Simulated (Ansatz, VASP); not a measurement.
This is a calculation of GaCo for VASP 6.6.1.

Contents of INCAR:

```
SYSTEM = GaCo
PREC = Accurate
ENCUT = 690
EDIFF = 1E-6
ISMEAR = -1
SIGMA = 0.05
LREAL = .FALSE.
LASPH = .TRUE.
NELM = 200
ALGO = Normal
ISIF = 2
LWAVE = .FALSE.
LCHARG = .FALSE.
ISPIN = 2
MAGMOM = 0 2.5
LORBIT = 11
NUPDOWN = 2.5
LMAXMIX = 4
GGA = PE
NBANDS = 26
GGA_COMPAT = .FALSE.
```

File KPOINTS:

```
Automatic mesh
0
G
  8 8 8
  0 0 0
```

File POSCAR:

```
GaCo
1.0
    2.8780000000      0.0000000000      0.0000000000
    0.0000000000      2.8780000000      0.0000000000
    0.0000000000      0.0000000000      2.8780000000
Ga Co
1 1
Direct
    0.5000000000      0.5000000000      0.5000000000
    0.0000000000      0.0000000000      0.0000000000
```

Potentials or basis: VASP PAW PBE potentials, release 64 (Ga_d, Co_sv).

Run with:

```sh
$ cat potpaw_PBE.64/Ga_d/POTCAR potpaw_PBE.64/Co_sv/POTCAR > POTCAR
$ mpirun -np 1 vasp_std > vasp.out
```

Problem. Translate it to Ansatz 0.2.0. Potentials there: Ansatz PAW.

Solution. As run (the cutoff follows the program's own potentials):

File input.yaml:

```yaml
crystal:
  lattice:
    - [2.878, 0.0, 0.0]
    - [0.0, 2.878, 0.0]
    - [0.0, 0.0, 2.878]
  atoms:
    - { symbol: Ga, position: [0.5, 0.5, 0.5] }
    - { symbol: Co, position: [0.0, 0.0, 0.0], spin: 2.5 }
hamiltonian:
  xc: pbe
  pseudopotentials: { kind: paw }
magnetization:
  spin_polarized: true
  initial_magnetization: 2.5
  spin_locking: { lock_magnetization: hard }
kpoints:
  mp_grid: { grid: [8, 8, 8] }
scf:
  occupations: { method: fermi_dirac, width: 0.05 }
  lower_state_search: "off"
output:
  forces: true
  stress: true
  eigenvalues: true
```

Potentials or basis: Ansatz PAW.

Run with:

```sh
$ ansatz run input.yaml --threads 2 --pin off --max-ram 5632MiB --backend cpu --events-out ev --progress --plain --runs-dir out
```

Both were run:

|  | VASP | Ansatz | Ansatz less VASP |
| --- | --- | --- | --- |
| pressure (GPa) | 26.9 | 27.1 | +0.20 |
| net moment per atom (μB) | 1.25 | 1.25 | 0.000 |
| size of the moment on the site where the two differ most (μB) | 2.03 | 2.10 | +0.073 |

Site moments also hang on the region over which each program counts them.
